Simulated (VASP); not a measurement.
# NbTe (P-6m2) in VASP: a series of runs

The runs below take NbTe through single point, with LDA, r2SCAN.

All numbers are computed with VASP 6.6.1; they aren't measurements. Logs are shortened: lines on timing, memory, paths and dates and some standing lists are left out, and cuts for length are marked.

### 1 The cell of the first run

The structure is hexagonal, space group P-6m2 (No. 187). The conventional cell has a = 3.678 Å, b = 3.678 Å, c = 3.669 Å, α = 90.00°, β = 90.00°, γ = 120.00°. Within 3.7 Å of Te (site symmetry -6m2) lie 6 Nb at 2.81 Å and 8 Te at 3.67 to 3.68 Å. Nb (site symmetry -6m2) has 6 Te at 2.81 Å and 8 Nb at 3.67 to 3.68 Å within 3.7 Å.

### 2 Single point, LDA

Input file INCAR:

```
PREC     = Accurate       # precision mode
ENCUT    = 520            # plane-wave cutoff, eV
EDIFF    = 1E-6           # SCF threshold, eV
ISMEAR   = -1             # smearing method
SIGMA    = 0.05           # smearing width, eV
LREAL    = False          # projectors in reciprocal space
LASPH    = True           # aspherical terms in the spheres
NELM     = 80             # most SCF steps
ALGO     = Normal         # electronic algorithm
ISIF     = 2              # what is computed and relaxed
LWAVE    = False          # write WAVECAR
LCHARG   = False          # write CHGCAR
NBANDS   = 16             # bands
```

Input file KPOINTS:

```
regular mesh
0
Gamma
  8 8 7
```

Input file POSCAR:

```
NbTe
1.0
    3.6781214607      0.0000000000      0.0000000000
   -1.8390607303      3.1853466232      0.0000000000
    0.0000000000      0.0000000000      3.6694168905
Te Nb
1 1
Direct
    0.6666666667      0.3333333333      0.0000000000
    0.0000000000      0.0000000000      0.5000000000
```

Potentials or basis: VASP PAW LDA potentials, release 64 (Te, Nb_sv).

On the command line:

```
> cat potpaw_LDA.64/Te/POTCAR potpaw_LDA.64/Nb_sv/POTCAR > POTCAR
> mpirun -np 1 vasp_std > vasp.out
```

OUTCAR:

```text
PREC = Accurate
   ENCUT = 520
   EDIFF = 1E-6
   ISMEAR = -1
   LREAL = False
   LASPH = True
   NELM = 80
   ISIF = 2

 ion  position               nearest neighbor table
   1  0.667  0.333  0.000-   2 2.81   2 2.81   2 2.81   2 2.81   2 2.81   2 2.81
   2  0.000  0.000  0.500-   1 2.81   1 2.81   1 2.81   1 2.81   1 2.81   1 2.81

  LATTYP: Found a hexagonal cell.
 ALAT       =     3.6781214607
 C/A-ratio  =     0.9976334196

  Lattice vectors:

 A1 = (   3.6781214607,   0.0000000000,   0.0000000000)
 A2 = (  -1.8390607303,   3.1853466232,   0.0000000000)
 A3 = (   0.0000000000,   0.0000000000,   3.6694168905)

Analysis of symmetry for initial positions (statically):
=====================================================================
 Subroutine PRICEL returns:
 Original cell was already a primitive cell.

 Routine SETGRP: Setting up the symmetry group for a
 hexagonal supercell.

 Subroutine GETGRP returns: Found 12 space group operations
 (whereof 12 operations were pure point group operations)
 out of a pool of 24 trial point group operations.

The static configuration has the point symmetry D_3h.

Analysis of symmetry for dynamics (positions and initial velocities):
=====================================================================
 Subroutine PRICEL returns:
 Original cell was already a primitive cell.

 Routine SETGRP: Setting up the symmetry group for a
 hexagonal supercell.

 Subroutine GETGRP returns: Found 12 space group operations
 (whereof 12 operations were pure point group operations)
 out of a pool of 24 trial point group operations.

The dynamic configuration has the point symmetry D_3h.

 Subroutine INISYM returns: Found 12 space group operations
 (whereof 12 operations are pure point group operations),
 and found     1 'primitive' translations

----------------------------------------------------------------------------------------

                                     Primitive cell

  volume of cell :      42.9912

  direct lattice vectors                    reciprocal lattice vectors
     3.678121461  0.000000000  0.000000000     0.271877917  0.156968788  0.000000000
    -1.839060730  3.185346623  0.000000000     0.000000000  0.313937577  0.000000000
     0.000000000  0.000000000  3.669416890     0.000000000  0.000000000  0.272522864

  length of vectors
     3.678121461  3.678121461  3.669416890     0.313937577  0.313937577  0.272522864

  position of ions in fractional coordinates (direct lattice)
     0.666666667  0.333333333  0.000000000
     0.000000000  0.000000000  0.500000000

  ion indices of the primitive-cell ions
   primitive index   ion index
                 1           1
                 2           2

----------------------------------------------------------------------------------------

 KPOINTS: regular mesh

Automatic generation of k-mesh.
 Grid dimensions read from file:
 generate k-points for:    8    8    7

 Generating k-lattice:

  Cartesian coordinates                     Fractional coordinates (reciprocal lattice)
     0.033984740  0.019621099  0.000000000     0.125000000 -0.000000000  0.000000000
     0.000000000  0.039242197  0.000000000     0.000000000  0.125000000  0.000000000
     0.000000000  0.000000000  0.038931838     0.000000000  0.000000000  0.142857143

  Length of vectors
     0.039242197  0.039242197  0.038931838

  Shift w.r.t. Gamma in fractional coordinates (k-lattice)
     0.000000000  0.000000000  0.000000000

 Subroutine IBZKPT returns following result:
 ===========================================

 Found     40 irreducible k-points:

 Following reciprocal coordinates:
            Coordinates               Weight
  0.000000  0.000000  0.000000      1.000000
  0.125000 -0.000000  0.000000      6.000000
  0.250000 -0.000000  0.000000      6.000000
  0.375000  0.000000  0.000000      6.000000
  0.500000 -0.000000  0.000000      3.000000
  0.125000  0.125000  0.000000      6.000000
[... 16 lines left out ...]
  0.250000 -0.000000  0.285714     12.000000
  0.375000  0.000000  0.285714     12.000000
 [... further k-points ...]
   k-points           NKPTS =     40   k-points in BZ     NKDIM =     40   number of bands    NBANDS=     16
   number of dos      NEDOS =    301   number of ions     NIONS =      2
   total plane-waves  NPLWV =  21952
   dimension x,y,z NGX =    28 NGY =   28 NGZ =   28
   dimension x,y,z NGXF=    56 NGYF=   56 NGZF=   56
   ions per type =               1   1
   NGX,Y,Z   is equivalent  to a cutoff of  12.66, 12.66, 12.69 a.u.
   NGXF,Y,Z  is equivalent  to a cutoff of  25.31, 25.31, 25.37 a.u.
 SYSTEM =  unknown system
   PREC   = accura    normal or accurate (medium, high low for compatibility)
   ISTART =      0    job   : 0-new  1-cont  2-samecut
   ICHARG =      2    charge: 1-file 2-atom 10-const
   ISPIN  =      1    spin polarized calculation?
   LNONCOLLINEAR =      F non collinear calculations
   LSORBIT =      F    spin-orbit coupling
   LASPH  =      T    aspherical Exc in radial PAW
   ENCUT  =  520.0 eV  38.22 Ry    6.18 a.u.   6.84  6.84  6.82*2*pi/ulx,y,z
   NELM   =     80;   NELMIN=  2; NELMDL= -5     # of ELM steps
   EDIFF  = 0.1E-05   stopping-criterion for ELM
   LREAL  =      F    real-space projection
   EDIFFG = 0.1E-04   stopping-criterion for IOM
   NSW    =      0    number of steps for IOM
   IBRION =     -1    ionic relax: 0-MD 1-quasi-New 2-CG
   NFREE  =      0    steps in history (QN), initial steepest desc. (CG)
   ISIF   =      2    stress and relaxation
   ISYM   =      2    0-nonsym 1-usesym 2-fastsym
   POTIM  = 0.5000    time-step for ionic-motion
   TEBEG  =    0.0;   TEEND  =   0.0 temperature during run
   PSTRESS=    0.0 pullay stress
   NELECT =      19.0000    total number of electrons
   NUPDOWN=      -1.0000    fix difference up-down
   EMIN   =  10.00;   EMAX   =-10.00  energy-range for DOS
   EFERMI =   0.00;   METHOD = LEGACY
   ISMEAR =    -1;   SIGMA  =   0.05  broadening in eV -4-tet -1-fermi 0-gaus
   EFERMI_NEDOS =   21; number of points for ismear=-14 and -15
   IALGO  =     38    algorithm
   IMIX   =      4    mixing-type and parameters
     AMIX     =   0.40;   BMIX     =  1.00
     AMIX_MAG =   1.60;   BMIX_MAG =  1.00
  volume/ion in A,a.u.               =      21.50       145.06
  Fermi-wavevector in a.u.,A,eV,Ry     =   1.246999  2.356486 21.157147  1.555006
  Thomas-Fermi vector in A             =   2.381151
   LORBIT       =      0    0 simple, 1 ext, 2 COOP (PROOUT), +10 PAW based schemes
   GGA     = CA    functional components
   LHFCALC =     F    Hartree Fock is set to
   AEXX    =    0.0000 exact exchange contribution
   IVDW    =     0    specifies the selected vdW correction
   LEPSILON=     F    determine dielectric tensor
   LRPA    =     F    only Hartree local field effects (RPA)
 non-spin polarized calculation
  energy-cutoff  :      520.00
  volume of cell :       42.99
 maximum number of plane-waves:      1177
 NGX is ok and might be reduce to    28
   NGX = 13   NGY = 13   NGZ = 13

 number of electron      18.9999998 magnetization

 Free energy of the ion-electron system (eV)
  ---------------------------------------------------
  ext. energy  EPLUGINS =         0.00000000
  ---------------------------------------------------
  free energy    TOTEN  =       -15.49648571 eV

  energy without entropy =      -15.48546928  energy(sigma->0) =      -15.49097749

 E-fermi :  11.1812     XC(G=0): -11.5463

 val. band max:       11.1379458559   @ k =   0.2500  -0.0000   0.0000
 cond. band min:      11.1866528220   @ k =   0.1250  -0.0000   0.2857
 fundamental gap:      0.0487069661
 Fermi energy:        11.1812308241

 k-point     1 :       0.0000    0.0000    0.0000
  band No.  band energies     occupation
      1     -44.0673      2.00000
      2     -20.4341      2.00000
      3     -20.2325      2.00000
      4     -20.2325      2.00000
      5      -3.2049      2.00000
      6       7.9740      2.00000
[... 8 lines left out ...]
     15      17.1288      0.00000
     16      18.2621      0.00000

 k-point     2 :       0.1250   -0.0000    0.0000
  band No.  band energies     occupation
      1     -44.0659      2.00000
      2     -20.4304      2.00000
      3     -20.2545      2.00000
      4     -20.2376      2.00000
      5      -3.0114      2.00000
      6       7.1720      2.00000
[... 8 lines left out ...]
     15      17.0178      0.00000
     16      19.0329      0.00000

 k-point     3 :       0.2500   -0.0000    0.0000
  band No.  band energies     occupation
      1     -44.0623      2.00000
      2     -20.4215      2.00000
      3     -20.3073      2.00000
      4     -20.2501      2.00000
      5      -2.4853      2.00000
      6       5.7744      2.00000
[... 8 lines left out ...]
     15      18.1182      0.00000
     16      19.6197      0.00000

 k-point     4 :       0.3750    0.0000    0.0000
  band No.  band energies     occupation
      1     -44.0587      2.00000
      2     -20.4125      2.00000
      3     -20.3594      2.00000
      4     -20.2626      2.00000
      5      -1.8284      2.00000
      6       4.4673      2.00000
[... 8 lines left out ...]
     15      17.6874      0.00000
     16      19.9316      0.00000
[... 324 lines left out ...]
 k-point    22 :       0.1250   -0.0000    0.2857
  band No.  band energies     occupation
      1     -44.0622      2.00000
      2     -20.5067      2.00000
      3     -20.2466      2.00000
      4     -20.2304      2.00000
      5      -2.3166      2.00000
      6       5.1318      2.00000
[... 8 lines left out ...]
     15      17.8617      0.00000
     16      19.3242      0.00000

 k-point    23 :       0.2500   -0.0000    0.2857
  band No.  band energies     occupation
      1     -44.0587      2.00000
      2     -20.4941      2.00000
      3     -20.2964      2.00000
      4     -20.2417      2.00000
      5      -1.9418      2.00000
      6       5.3650      2.00000
[... 8 lines left out ...]
     15      18.0984      0.00000
     16      19.7219      0.00000

 k-point    24 :       0.3750    0.0000    0.2857
  band No.  band energies     occupation
      1     -44.0551      2.00000
      2     -20.4813      2.00000
      3     -20.3457      2.00000
      4     -20.2529      2.00000
      5      -1.4937      2.00000
      6       4.8631      2.00000
[... 8 lines left out ...]
     15      17.5740      0.00000
     16      19.9037      0.00000

 [... further k-points ...]

------------------------ aborting loop because EDIFF is reached ----------------------------------------

  FORCE on cell =-STRESS in cart. coord.  units (eV):
  Direction    XX          YY          ZZ          XY          YZ          ZX
  --------------------------------------------------------------------------------------
  -------------------------------------------------------------------------------------
  Total       -1.4028606     -1.4028606     -1.4278489     -0.0000000     -0.0000000      0.0000000
  in kB      -52.2811687    -52.2811687    -53.2124222     -0.0000000     -0.0000000      0.0000000
  external PRESSURE =     -52.5915866 kB  Pullay stress =       0.0000000 kB

 VOLUME and BASIS-vectors are now :
 -----------------------------------------------------------------------------
  energy-cutoff  :      520.00
  volume of cell :       42.99
      direct lattice vectors                 reciprocal lattice vectors
     3.678121461  0.000000000  0.000000000     0.271877917  0.156968788  0.000000000
    -1.839060730  3.185346623  0.000000000     0.000000000  0.313937577  0.000000000
     0.000000000  0.000000000  3.669416890     0.000000000  0.000000000  0.272522864

 POSITION                                       TOTAL-FORCE (eV/Angst)
 -----------------------------------------------------------------------------------
      1.83906      1.06178      0.00000        -0.000000      0.000000      0.000000
      0.00000      0.00000      1.83471         0.000000      0.000000      0.000000
 -----------------------------------------------------------------------------------
    total drift:                               -0.000000      0.000000      0.000000

  FREE ENERGIE OF THE ION-ELECTRON SYSTEM (eV)
  ---------------------------------------------------
  free  energy   TOTEN  =       -15.4964857056 eV

  energy  without entropy=      -15.4854692772  energy(sigma->0) =      -15.49097749
```

It took 9.7 s on 1 thread of Intel Xeon 6975P-C (Granite Rapids), shared host; peak memory 0.15 GiB.

What came out:

| Item | Value |
| --- | --- |
| Free energy | -15.4965 eV |
| Pressure | -5.3 GPa |

Caveat: spin-orbit coupling is left out, which moves the levels of the heavy elements.

### 3 Single point, LDA

This run uses another cell than the first one, of 21.93 Å³/atom, 1.020 times its volume.

Input file INCAR:

```
SYSTEM = NbTe
ALGO     = Normal         ! electronic algorithm
EDIFF    = 1E-7           ! SCF threshold, eV
ENCUT    = 520            ! plane-wave cutoff, eV
ISIF     = 2              ! what is computed and relaxed
ISMEAR   = -1             ! smearing method
LASPH    = .True.         ! aspherical terms in the spheres
LCHARG   = .False.        ! write CHGCAR
LREAL    = .False.        ! projectors in reciprocal space
LWAVE    = .False.        ! write WAVECAR
NBANDS   = 16             ! bands
NELM     = 60             ! most SCF steps
PREC     = Accurate       ! precision mode
SIGMA    = 0.05           ! smearing width, eV
```

Input file KPOINTS:

```
k-points
0
Gamma
  8 8 7
  0 0 0
```

Input file POSCAR:

```
NbTe
1.0
    3.7029743866      0.0000000000      0.0000000000
   -1.8514871933      3.2068698884      0.0000000000
    0.0000000000      0.0000000000      3.6942110000
Te Nb
1 1
Direct
    0.6666666667      0.3333333333      0.0000000000
    0.0000000000      0.0000000000      0.5000000000
```

Potentials or basis: VASP PAW LDA potentials, release 64 (Te, Nb_sv).

On the command line:

```
> cat potpaw_LDA.64/Te/POTCAR potpaw_LDA.64/Nb_sv/POTCAR > POTCAR
> mpirun -np 1 vasp_std > vasp.out
```

Wall time 10 s (1 thread of Intel Xeon 6975P-C (Granite Rapids), shared host); peak memory 0.15 GiB.

It converged, with:

| Property | Result |
| --- | --- |
| Free energy | -15.4616 eV |
| Pressure | -7.5 GPa |

Stress tensor (GPa, compression positive):
```
-7.28  0.00  0.00
 0.00 -7.28  0.00
 0.00  0.00 -8.03
```

Levels at points of the mesh, in eV from the Fermi level:
```tsv
k point	band 8	band 9	band 10	band 11	band 12	band 13
(0.00, 0.00, 0.00)	-2.99	-2.33	0.13	0.13	2.43	2.43
(0.50, 0.00, 0.00)	-2.63	-2.59	-0.20	1.22	1.47	3.02
```

Caveat: spin-orbit coupling is left out, which moves the levels of the heavy elements.

[end of part 1 of 2]
